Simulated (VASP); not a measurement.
The system is Sn.

```
Sn
1.0
     0.00000    2.66290    5.82196
     1.79536    0.00000    5.82196
     1.79536    2.66290    0.00000
Sn
2
Direct
  0.86565 0.86565 0.13435
  0.13435 0.13435 0.86565
```

- Program: VASP 6.6.1
- Task: relaxation of cell and atoms
- Functional: r2SCAN
- Potentials or basis: VASP PAW PBE potentials, release 64 (Sn_d)
- Cutoff: 600 eV
- k mesh: 6 × 6 × 6
- Occupations: gaussian, width 0.1 eV
- Spin: no spin polarisation

At the start: pressure 0.1 GPa; volume 27.83 Å³/atom.

Q: How do energy, volume and symmetry change on relaxing?

A: Over 8 steps the energy falls by 6.0 meV/atom and the volume is 27.72 Å³/atom (-0.4 %); space group Fmmm (No. 69, to 0.05 Å).

Step by step:
```csv
step,energy change (eV),largest force (eV/Å),pressure (GPa),volume (Å³)
1,0.0000,0.1471,0.10,55.67
2,-0.0053,0.1578,-0.18,55.80
3,-0.0056,0.1156,-0.48,56.04
4,-0.0077,0.1396,-0.36,55.93
5,-0.0106,0.0779,-0.02,55.50
6,-0.0110,0.0359,0.19,55.25
7,-0.0119,0.0079,-0.03,55.49
8,-0.0119,0.0003,0.00,55.45
```

Final structure:
```yaml
crystal:
  lattice:
    - [0.00000, 2.61226, 5.85971]
    - [1.81124, 0.00000, 5.85971]
    - [1.81124, 2.61226, 0.00000]
  atoms:
    - { symbol: Sn, position: [0.86882, 0.86882, 0.13118] }
    - { symbol: Sn, position: [0.13118, 0.13118, 0.86882] }
```

Caveat: the k points lie up to 0.36 Å⁻¹ apart in the final cell; the PAW data sets were made with another functional, which shifts forces and pressure a little.
